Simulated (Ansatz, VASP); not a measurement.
## One calculation of NbAl2C2, two programs

```xyz
5
Lattice="2.6377 0.0000 0.0000 -1.3189 2.2843 0.0000 0.0000 0.0000 13.9774" Properties=species:S:1:pos:R:3 pbc="T T T"
Al    1.3189    0.7614   11.4651
Al    1.3189    0.7614    2.5123
Nb    0.0000    0.0000    0.0000
C     0.0000    0.0000    6.9887
C     0.0000    1.5229    6.9887
```

Alike in both runs: functional PBE; k mesh 18 × 18 × 4; occupations gaussian, width 0.1 eV; no spin polarisation.

Ansatz relaxed the structure, and its values are those at the end. VASP's run is a single point on that final structure, the one shown.

```csv
,VASP,Ansatz
version,VASP 6.6.1,Ansatz 0.2.0
potentials or method,"VASP PAW PBE potentials, release 64 (Al, Nb_sv, C), cutoff 520 eV","scalar-relativistic, plane waves, PAW"
valence electrons in the cell,27,27
```

|  | VASP | Ansatz | Ansatz less VASP |
| --- | --- | --- | --- |
| gap on the k mesh at the Fermi level (eV) | none | none | - |
| pressure (GPa) | 0.0 | 0.0 | +0.03 |

A gap of «none» marks a metal or a gap that the smearing closes.
